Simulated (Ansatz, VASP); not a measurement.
## MgS in VASP and in Ansatz

```
Mg S
1.0
     0.00000    2.85396    2.78402
     2.85396    0.00000    2.78402
     2.85396    2.85396    0.00000
Mg S
1 1
Direct
  0.00000 0.00000 0.00000
  0.25000 0.25000 0.25000
```

Change from the starting cell: strained cell.

Alike in both runs: task relaxation of the atoms; functional PBEsol; k mesh 6 × 6 × 6; occupations gaussian, width 0.02 eV; no spin polarisation.

```csv
,VASP,Ansatz
version,VASP 6.6.1,Ansatz 0.2.0
potentials or method,"VASP PAW PBE potentials, release 64 (Mg, S), cutoff 520 eV","scalar-relativistic, plane waves, PAW"
valence electrons in the cell,8,16
```

|  | VASP | Ansatz | Ansatz less VASP |
| --- | --- | --- | --- |
| gap on the k mesh at the Fermi level, each at its own relaxed structure (eV) | 3.25 | 3.25 | -0.002 |

VASP's potentials were made for PBE, not for PBEsol, and Ansatz warns of the same on its side. VASP's potentials hold 8 valence electrons a cell and Ansatz's 16, so a difference there can come from the potentials and not from the codes. Ansatz's warnings: stress scf threshold loose.

Noted on VASP's run: the relaxation stopped at its first step, so nothing moved.
